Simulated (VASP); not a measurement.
# Al18Si in VASP: a series of runs, part 2 of 3

VASP 6.6.1. Earlier steps stand in the parts before.

## (3) Single point, PBE

File INCAR:

```
PREC     = Accurate       # precision mode
ENCUT    = 520            # plane-wave cutoff, eV
EDIFF    = 1E-6           # SCF threshold, eV
ISMEAR   = 0              # smearing method
SIGMA    = 0.15           # smearing width, eV
LREAL    = Auto         
LASPH    = T              # aspherical terms in the spheres
NELM     = 80             # most SCF steps
ALGO     = Normal         # electronic algorithm
ISIF     = 2              # what is computed and relaxed
LWAVE    = F              # write WAVECAR
LCHARG   = F              # write CHGCAR
GGA      = PE             # functional
NBANDS   = 44             # bands
```

File KPOINTS:

```
regular mesh
0
Gamma
  3 2 1
```

File POSCAR:

```
Al18Si
1.0
    5.7275650000      0.0000000000      0.0000000000
    4.2956740000      7.4403250000      0.0000000000
    0.0000000000      0.0000000000     16.6765370000
Al Si
18 1
Direct
    0.1666665958      0.1111111410      0.0599644878
    0.6666666831      0.1111111410      0.0599644878
    0.1666667458      0.4444444295      0.0599644878
    0.6666666585      0.4444444295      0.0599644878
    0.1666666204      0.7777778524      0.0599644878
    0.6666667077      0.7777778524      0.0599644878
   -0.1650147030      0.2194264363      0.2003445320
    0.3340554058      0.2216201577      0.2002455306
   -0.1668026422      0.5551713131      0.1989926326
    0.3375130856      0.5516638050      0.2003550857
   -0.1701423482      0.8901053381      0.1997061500
    0.3367471022      0.8872361086      0.1996063092
   -0.0027400248      0.0002713591      0.3435134045
    0.5017953383      0.0013328719      0.3435161029
    0.0204675928      0.3080356033      0.3390972598
    0.5062375737      0.3261766119      0.3451867735
    0.0110335090      0.6744710749      0.3383868605
    0.4739830239      0.6786405164      0.3382716688
    0.8346302867      0.5512144967      0.4403875937
```

Potentials or basis: VASP PAW PBE potentials, release 64 (Al, Si).

Launch:

```
> cat potpaw_PBE.64/Al/POTCAR potpaw_PBE.64/Si/POTCAR > POTCAR
> mpirun -np 1 vasp_std > vasp.out
```

OUTCAR:

```text
PREC = Accurate
   ENCUT = 520
   EDIFF = 1E-6
   ISMEAR = 0
   LREAL = Auto
   LASPH = T
   NELM = 80
   ISIF = 2
   GGA = PE

 ion  position               nearest neighbor table
   1  0.167  0.111  0.060-   7 2.86  12 2.86   2 2.86   4 2.86   5 2.86   3 2.86   6 2.86   2 2.86
                             8 2.86
   2  0.667  0.111  0.060-  11 2.85   7 2.86   8 2.86   1 2.86   4 2.86   3 2.86   5 2.86   6 2.86
                             1 2.86
   3  0.167  0.444  0.060-   9 2.85  10 2.86   4 2.86   2 2.86   1 2.86   5 2.86   6 2.86   4 2.86
                             8 2.87
   4  0.667  0.444  0.060-   9 2.85  10 2.85   3 2.86   2 2.86   1 2.86   5 2.86   3 2.86   6 2.86
                             7 2.88
   5  0.167  0.778  0.060-  12 2.86   6 2.86   2 2.86   1 2.86   3 2.86   4 2.86   6 2.86  11 2.87
                            10 2.88
   6  0.667  0.778  0.060-  12 2.85   9 2.85  11 2.85   5 2.86   2 2.86   1 2.86   3 2.86   5 2.86
                             4 2.86
   7  0.835  0.219  0.200-  15 2.81  11 2.84  10 2.85   2 2.86   8 2.86   1 2.86  12 2.86   8 2.87
                             4 2.88   9 2.88  13 2.89  16 2.91
   8  0.334  0.222  0.200-  15 2.79  11 2.84  10 2.85   7 2.86   2 2.86   1 2.86  12 2.87   9 2.87
                             3 2.87   7 2.87  14 2.90  16 2.92
   9  0.833  0.555  0.199-   4 2.85   3 2.85  12 2.85   6 2.85  10 2.85   8 2.87  11 2.87  10 2.87
[... 4 lines left out ...]
                            12 2.89  14 2.90  10 2.91  13 2.91
  12  0.337  0.887  0.200-  18 2.79  11 2.84   6 2.85   9 2.85   5 2.86   1 2.86   7 2.86   8 2.87
                            10 2.88  11 2.89  14 2.92  13 2.93
  13  0.997  0.000  0.344-  15 2.71  18 2.75  17 2.76  16 2.81  14 2.83   7 2.89  14 2.89  11 2.91
                            12 2.93
  14  0.502  0.001  0.344-  15 2.70  16 2.80  13 2.83  18 2.86  17 2.87  13 2.89   8 2.90  11 2.90
                            12 2.92
  15  0.020  0.308  0.339-  19 2.48  14 2.70  13 2.71   8 2.79   7 2.81  16 2.87  16 2.87   9 2.97
                            17 3.12  18 3.16
  16  0.506  0.326  0.345-  14 2.80  13 2.81  15 2.87  15 2.87   7 2.91   8 2.92  17 2.92  10 2.94
                            18 2.94
  17  0.011  0.674  0.338-  19 2.47  18 2.67  13 2.76  11 2.82  10 2.82  14 2.87  16 2.92   9 2.92
                            18 3.06  15 3.12
  18  0.474  0.679  0.338-  19 2.47  17 2.67  13 2.75  12 2.79  10 2.82  14 2.86   9 2.93  16 2.94
                            17 3.06  15 3.16
  19  0.835  0.551  0.440-  18 2.47  17 2.47  15 2.48

  LATTYP: Found a simple monoclinic cell.
 ALAT       =     5.7275650000
 B/A-ratio  =     2.9116277161
 C/A-ratio  =     1.3228756151
 COS(beta)  =    -0.1889822093

  Lattice vectors:

 A1 = (   5.7275650000,   0.0000000000,   0.0000000000)
 A2 = (   0.0000000000,   0.0000000000, -16.6765370000)
 A3 = (  -1.4318910000,   7.4403250000,   0.0000000000)

Analysis of symmetry for initial positions (statically):
=====================================================================
 Subroutine PRICEL returns:
 Original cell was already a primitive cell.

 Routine SETGRP: Setting up the symmetry group for a
 simple monoclinic supercell.

 Subroutine GETGRP returns: Found  1 space group operations
 (whereof  1 operations were pure point group operations)
 out of a pool of  4 trial point group operations.

The static configuration has the point symmetry C_1 .

Analysis of symmetry for dynamics (positions and initial velocities):
=====================================================================
 Subroutine PRICEL returns:
 Original cell was already a primitive cell.
[... 123 lines left out ...]
   number of dos      NEDOS =    301   number of ions     NIONS =     19
   total plane-waves  NPLWV = 387072
   dimension x,y,z NGX =    48 NGY =   64 NGZ =  126
   dimension x,y,z NGXF=    96 NGYF=  128 NGZF=  252
   ions per type =              18   1
   NGX,Y,Z   is equivalent  to a cutoff of  13.93, 12.38, 12.56 a.u.
   NGXF,Y,Z  is equivalent  to a cutoff of  27.86, 24.77, 25.12 a.u.
 SYSTEM =  unknown system
   PREC   = accura    normal or accurate (medium, high low for compatibility)
   ISTART =      0    job   : 0-new  1-cont  2-samecut
   ICHARG =      2    charge: 1-file 2-atom 10-const
   ISPIN  =      1    spin polarized calculation?
   LNONCOLLINEAR =      F non collinear calculations
   LSORBIT =      F    spin-orbit coupling
   LASPH  =      T    aspherical Exc in radial PAW
   ENCUT  =  520.0 eV  38.22 Ry    6.18 a.u.  10.65 15.97 31.01*2*pi/ulx,y,z
   NELM   =     80;   NELMIN=  2; NELMDL= -5     # of ELM steps
   EDIFF  = 0.1E-05   stopping-criterion for ELM
   LREAL  =      T    real-space projection
   EDIFFG = 0.1E-04   stopping-criterion for IOM
   NSW    =      0    number of steps for IOM
   IBRION =     -1    ionic relax: 0-MD 1-quasi-New 2-CG
   NFREE  =      0    steps in history (QN), initial steepest desc. (CG)
   ISIF   =      2    stress and relaxation
   ISYM   =      2    0-nonsym 1-usesym 2-fastsym
   POTIM  = 0.5000    time-step for ionic-motion
   TEBEG  =    0.0;   TEEND  =   0.0 temperature during run
   PSTRESS=    0.0 pullay stress
   NELECT =      58.0000    total number of electrons
   NUPDOWN=      -1.0000    fix difference up-down
   EMIN   =  10.00;   EMAX   =-10.00  energy-range for DOS
   EFERMI =   0.00;   METHOD = LEGACY
   ISMEAR =     0;   SIGMA  =   0.15  broadening in eV -4-tet -1-fermi 0-gaus
   EFERMI_NEDOS =   21; number of points for ismear=-14 and -15
   IALGO  =     38    algorithm
   IMIX   =      4    mixing-type and parameters
     AMIX     =   0.40;   BMIX     =  1.00
     AMIX_MAG =   1.60;   BMIX_MAG =  1.00
  volume/ion in A,a.u.               =      37.40       252.41
  Fermi-wavevector in a.u.,A,eV,Ry     =   0.710114  1.341921  6.860904  0.504262
  Thomas-Fermi vector in A             =   1.796876
   LORBIT       =      0    0 simple, 1 ext, 2 COOP (PROOUT), +10 PAW based schemes
   GGA     = PE    functional components
   LHFCALC =     F    Hartree Fock is set to
   AEXX    =    0.0000 exact exchange contribution
   IVDW    =     0    specifies the selected vdW correction
   LEPSILON=     F    determine dielectric tensor
   LRPA    =     F    only Hartree local field effects (RPA)
 non-spin polarized calculation
 Gauss-broadening in eV      SIGMA  =   0.15
  energy-cutoff  :      520.00
  volume of cell :      710.67
 maximum number of plane-waves:     19144
 NGX is ok and might be reduce to    42
   NGX = 21   NGY = 31   NGZ = 63

 number of electron      58.0000000 magnetization

 Free energy of the ion-electron system (eV)
  ---------------------------------------------------
  ext. energy  EPLUGINS =         0.00000000
  ---------------------------------------------------
  free energy    TOTEN  =       -68.75512081 eV

  energy without entropy =      -68.66730338  energy(sigma->0) =      -68.71121210

 E-fermi :   1.0184     XC(G=0):  -5.6209

 val. band max:        0.9830280480   @ k =   0.0000   0.0000   0.0000
 cond. band min:       1.1121736316   @ k =   0.3333   0.0000   0.0000
 fundamental gap:      0.1291455837
 Fermi energy:         1.0184161734

 k-point     1 :       0.0000    0.0000    0.0000
  band No.  band energies     occupation
      1      -9.3254      2.00000
      2      -7.9139      2.00000
      3      -6.8104      2.00000
      4      -6.6616      2.00000
      5      -6.1962      2.00000
      6      -5.0926      2.00000
[... 165 lines left out ...]
     40       3.4723      0.00000
     41       3.9675      0.00000
 [bands above 41 left out]

------------------------ aborting loop because EDIFF is reached ----------------------------------------

  FORCE on cell =-STRESS in cart. coord.  units (eV):
  Direction    XX          YY          ZZ          XY          YZ          ZX
  --------------------------------------------------------------------------------------
  -------------------------------------------------------------------------------------
  Total       -3.7221305     -4.3189213     -0.0643443     -0.5481572     -0.0080244      0.0261629
  in kB       -8.3913990     -9.7368409     -0.1450618     -1.2357992     -0.0180906      0.0589833
  external PRESSURE =      -6.0911005 kB  Pullay stress =       0.0000000 kB

 VOLUME and BASIS-vectors are now :
 -----------------------------------------------------------------------------
  energy-cutoff  :      520.00
  volume of cell :      710.67
      direct lattice vectors                 reciprocal lattice vectors
     5.727565000  0.000000000  0.000000000     0.174594265 -0.100802054  0.000000000
     4.295674000  7.440325000  0.000000000     0.000000000  0.134402731  0.000000000
     0.000000000  0.000000000 16.676537000     0.000000000  0.000000000  0.059964488

 POSITION                                       TOTAL-FORCE (eV/Angst)
 -----------------------------------------------------------------------------------
      1.43189      0.82670      1.00000        -0.080252      0.143677     -0.050828
      4.29567      0.82670      1.00000         0.072918      0.003939     -0.065202
      2.86378      3.30681      1.00000        -0.058304      0.021635      0.005031
      5.72757      3.30681      1.00000         0.061721     -0.050787      0.023386
      4.29567      5.78692      1.00000        -0.075850     -0.048239      0.037197
      7.15946      5.78692      1.00000         0.077534     -0.075441      0.030506
[... 11 lines left out ...]
      5.62999      5.04931      5.64120        -0.002897     -0.002166      0.003374
      7.14824      4.10122      7.34414         0.009656     -0.003609     -0.004395
 -----------------------------------------------------------------------------------
    total drift:                                0.002937     -0.007664     -0.011231

  FREE ENERGIE OF THE ION-ELECTRON SYSTEM (eV)
  ---------------------------------------------------
  free  energy   TOTEN  =       -68.7551208140 eV

  energy  without entropy=      -68.6673033798  energy(sigma->0) =      -68.71121210
```

Wall time 5.3 min (1 thread of Intel Xeon Platinum 8259CL at 2.50GHz (Skylake/Cascade Lake), shared host); peak memory 0.73 GiB.

What came out:

```yaml
Free_energy: -68.7551 eV
Largest_force: 0.172 eV/Å
Band_gap_on_the_k_mesh: zero (bands 29 and 30 overlap by 0.73 eV)
```

Forces in eV/Å, atoms in the order of the input:
```
Al  -0.080  0.144 -0.051
Al   0.073  0.004 -0.065
Al  -0.058  0.022  0.005
Al   0.062 -0.051  0.023
Al  -0.076 -0.048  0.037
Al   0.078 -0.075  0.031
Al   0.008  0.006  0.009
Al  -0.007  0.010  0.005
Al   0.002 -0.002 -0.004
Al  -0.003 -0.005  0.007
Al   0.002 -0.004  0.017
Al   0.000 -0.003  0.009
Al   0.000  0.006 -0.017
Al  -0.001  0.002 -0.009
Al   0.003 -0.001  0.006
Al  -0.008  0.004  0.001
Al   0.001 -0.002 -0.003
Al  -0.003 -0.002  0.003
Si   0.010 -0.004 -0.004
```

Levels at points of the mesh, in eV from the Fermi level:
```tsv
k point	band 25	band 26	band 27	band 28	band 29	band 30	band 31	band 32	band 33	band 34
(0.00, 0.00, 0.00)	-0.73	-0.48	-0.33	-0.24	-0.13	-0.04	0.18	0.80	0.97	1.13
(0.00, 0.50, 0.00)	-1.27	-0.99	-0.73	-0.38	-0.26	-0.13	-0.10	0.78	0.89	1.26
```

Caveat: the k points lie up to 0.42 Å⁻¹ apart, too coarse for converged energies and pressures of a metal.

## (4) Single point, PBE

File INCAR:

```
SYSTEM = Al18Si
ALGO = Normal
EDIFF = 1E-7
ENCUT = 520
GGA = PE
ISIF = 2
ISMEAR = 0
LASPH = .True.
LCHARG = .True.
LELF = .True.
LREAL = Auto
LVHAR = .True.
LWAVE = .False.
NBANDS = 44
NELM = 80
PREC = Accurate
SIGMA = 0.15
```

File KPOINTS:

```
k-points
0
Gamma
  3 2 1
  0 0 0
```

File POSCAR:

```
Al18Si
1.0
    5.7275650000      0.0000000000      0.0000000000
    4.2956740000      7.4403250000      0.0000000000
    0.0000000000      0.0000000000     16.6765370000
Al Si
18 1
Direct
    0.1666665958      0.1111111410      0.0599644878
    0.6666666831      0.1111111410      0.0599644878
    0.1666667458      0.4444444295      0.0599644878
    0.6666666585      0.4444444295      0.0599644878
    0.1666666204      0.7777778524      0.0599644878
    0.6666667077      0.7777778524      0.0599644878
   -0.1643794681      0.2145614607      0.1986424999
    0.3351224341      0.2184221791      0.2006454937
   -0.1601279229      0.5506086092      0.1987983476
    0.3465991494      0.5456195798      0.2019417461
   -0.1622296721      0.8857068744      0.1984137354
    0.3467013790      0.8804972901      0.2013830569
    0.0035779292     -0.0045417371      0.3448287255
    0.5020534077     -0.0023918310      0.3426960286
   -0.0018147082      0.3008547342      0.3356502612
    0.4749389209      0.3285937106      0.3484532190
    0.0281932834      0.6827615729      0.3359311349
    0.5181350630      0.6654580277      0.3448993637
    0.9377478512      0.5186746547      0.4388875220
```

Potentials or basis: VASP PAW PBE potentials, release 64 (Al, Si).

Launch:

```
> cat potpaw_PBE.64/Al/POTCAR potpaw_PBE.64/Si/POTCAR > POTCAR
> mpirun -np 1 vasp_std > vasp.out
```

OUTCAR:

```text
SYSTEM = Al18Si
   EDIFF = 1E-7
   ENCUT = 520
   GGA = PE
   ISIF = 2
   ISMEAR = 0
   LASPH = .True.
   LREAL = Auto
   NELM = 80
   PREC = Accurate

 ion  position               nearest neighbor table
   1  0.167  0.111  0.060-   7 2.84   8 2.86   2 2.86   4 2.86   5 2.86   3 2.86   6 2.86   2 2.86
                            12 2.92
   2  0.667  0.111  0.060-   7 2.82  11 2.85   1 2.86   4 2.86   3 2.86   5 2.86   6 2.86   1 2.86
                             8 2.87
   3  0.167  0.444  0.060-   9 2.83   4 2.86   2 2.86   1 2.86   5 2.86   6 2.86   4 2.86  10 2.88
                             8 2.89
   4  0.667  0.444  0.060-   9 2.84  10 2.85   3 2.86   2 2.86   1 2.86   5 2.86   3 2.86   6 2.86
[... 441 lines left out ...]
  in kB      -10.5095644     -8.2812554     -0.2099960      2.9459015      0.7535365      0.1105250
  external PRESSURE =      -6.3336052 kB  Pullay stress =       0.0000000 kB

 VOLUME and BASIS-vectors are now :
 -----------------------------------------------------------------------------
  energy-cutoff  :      520.00
  volume of cell :      710.67
      direct lattice vectors                 reciprocal lattice vectors
     5.727565000  0.000000000  0.000000000     0.174594265 -0.100802054  0.000000000
     4.295674000  7.440325000  0.000000000     0.000000000  0.134402731  0.000000000
     0.000000000  0.000000000 16.676537000     0.000000000  0.000000000  0.059964488

 POSITION                                       TOTAL-FORCE (eV/Angst)
 -----------------------------------------------------------------------------------
      1.43189      0.82670      1.00000        -0.054749      0.063816     -0.038108
      4.29567      0.82670      1.00000         0.031755     -0.022267     -0.102242
      2.86378      3.30681      1.00000        -0.083945      0.013930      0.033250
      5.72757      3.30681      1.00000         0.031418     -0.031458      0.043789
      4.29567      5.78692      1.00000        -0.064232     -0.004008      0.030099
      7.15946      5.78692      1.00000         0.118107     -0.095889      0.040004
[... 11 lines left out ...]
      5.82624      4.95122      5.75173         0.000721      0.010715     -0.002661
      7.59907      3.85911      7.31912        -0.004555      0.020383     -0.001700
 -----------------------------------------------------------------------------------
    total drift:                                0.005538     -0.008739     -0.012124

  FREE ENERGIE OF THE ION-ELECTRON SYSTEM (eV)
  ---------------------------------------------------
  free  energy   TOTEN  =       -68.7390618294 eV

  energy  without entropy=      -68.6571150732  energy(sigma->0) =      -68.69808845
```

stdout:

```text
POSCAR found type information on POSCAR AlSi
 POSCAR found :  2 types and      19 ions
 scaLAPACK will be used
 LDA part: xc-table for (Slater+PW92), standard interpolation
 -----------------------------------------------------------------------------
|                                                                             |
|           W    W    AA    RRRRR   N    N  II  N    N   GGGG   !!!           |
|           W    W   A  A   R    R  NN   N  II  NN   N  G    G  !!!           |
|           W    W  A    A  R    R  N N  N  II  N N  N  G       !!!           |
|           W WW W  AAAAAA  RRRRR   N  N N  II  N  N N  G  GGG   !            |
|           WW  WW  A    A  R   R   N   NN  II  N   NN  G    G                |
|           W    W  A    A  R    R  N    N  II  N    N   GGGG   !!!           |
|                                                                             |
|     Your reciprocal lattice and k-lattice belong to different lattice       |
|     classes:                                                                |
|                                                                             |
|        The reciprocal lattice is simple monoclinic,                         |
|        whereas your k-lattice is hexagonal.                                 |
|                                                                             |
|     Results are often still useful ...                                      |
|                                                                             |
 -----------------------------------------------------------------------------

 POSCAR, INCAR and KPOINTS ok, starting setup
 FFT: planning ... GRIDC
 FFT: planning ... GRID_SOFT
 FFT: planning ... GRID
 WAVECAR not read
 entering main loop
```

It took 6.3 min on 1 thread of Intel Xeon Platinum 8259CL at 2.50GHz (Skylake/Cascade Lake), shared host; peak memory 0.73 GiB.

What came out:

| Item | Value |
| --- | --- |
| Free energy | -68.7391 eV |
| Largest force | 0.157 eV/Å |
| Band gap on the k mesh | zero (bands 29 and 30 overlap by 0.76 eV) |

Forces on the atoms (eV/Å):
```
Al  -0.055  0.064 -0.038
Al   0.032 -0.022 -0.102
Al  -0.084  0.014  0.033
Al   0.031 -0.031  0.044
Al  -0.064 -0.004  0.030
Al   0.118 -0.096  0.040
Al   0.007  0.001  0.003
Al   0.000  0.002  0.004
Al   0.005  0.001  0.000
Al   0.001  0.003  0.000
Al   0.007  0.001  0.001
Al   0.001  0.001  0.001
Al   0.001  0.011 -0.001
Al   0.002  0.007 -0.001
Al  -0.005 -0.004 -0.007
Al  -0.005  0.009  0.001
Al   0.011  0.010 -0.004
Al   0.001  0.011 -0.003
Si  -0.005  0.020 -0.002
```

Caveat: the k points lie up to 0.42 Å⁻¹ apart, too coarse for converged energies and pressures of a metal.

(Continued in part 3 of 3.)
